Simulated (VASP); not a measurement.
The system is BaCaBr4.

```xyz
6
Lattice="6.5138 0.0000 0.0000 0.0000 6.5138 0.0000 0.0000 0.0000 4.9664" Properties=species:S:1:pos:R:3 pbc="T T T"
Ba    3.2569    3.2569    0.0000
Ca    0.0000    0.0000    2.4832
Br    4.4382    0.0000    2.4832
Br    2.0756    0.0000    2.4832
Br    0.0000    4.4382    2.4832
Br    0.0000    2.0756    2.4832
```

The cell was generated, and may not be a known phase.

```yaml
Program: VASP 6.6.1
Task: relaxation of cell and atoms
Functional: PBE
Potentials_or_basis: VASP PAW PBE potentials, release 64 (Ba_sv, Ca_sv, Br)
Cutoff: 600 eV
k_mesh: 4 × 4 × 4
Occupations: gaussian, width 0.1 eV
Spin: no spin polarisation
```

At the start: pressure 33.3 GPa; volume 35.12 Å³/atom.

**Question.** Where does the relaxation end?

**Answer.** Over 16 steps the energy falls by 2547.5 meV/atom and the volume is 54.51 Å³/atom (+55.2 %); space group P4/mmm (No. 123, to 0.1 Å) before and after.

The path:
```
step  energy change (eV)  largest force (eV/Å)  pressure (GPa)  volume (Å³)
   1              0.0000                6.1518           33.35       210.72
   2            -10.5946                1.9231           -1.61       487.48
   3            -13.1616                4.4270            1.88       330.73
   4            -13.0396                4.0876            0.48       357.16
   5            -13.1346                4.2810            1.10       344.02
   6            -14.7596                1.1748           -1.46       378.90
   7            -14.7922                0.9325           -1.62       385.72
   8            -15.2290                0.3238           -0.58       355.48
   9            -15.2606                0.0396           -0.07       346.12
  10            -15.2605                0.0657           -0.12       346.89
  11            -15.2672                0.0373           -0.12       344.81
  12            -15.2794                0.0450           -0.12       338.54
  13            -15.2636                0.1907           -0.06       325.84
  14            -15.2809                0.0787           -0.11       335.88
  15            -15.2842                0.0596           -0.02       331.35
  16            -15.2850                0.0390            0.07       327.08
```

Final structure:
```
CELL_PARAMETERS angstrom
8.49171 0.00000 0.00000
0.00000 8.49171 0.00000
0.00000 0.00000 4.53595
ATOMIC_POSITIONS crystal
Ba 0.50000 0.50000 0.00000
Ca 0.00000 0.00000 0.50000
Br 0.68266 0.00000 0.50000
Br 0.31734 0.00000 0.50000
Br 0.00000 0.68266 0.50000
Br 0.00000 0.31734 0.50000
```

Caveat: the volume moved by over 15 % at a fixed basis, so the end points are rough.
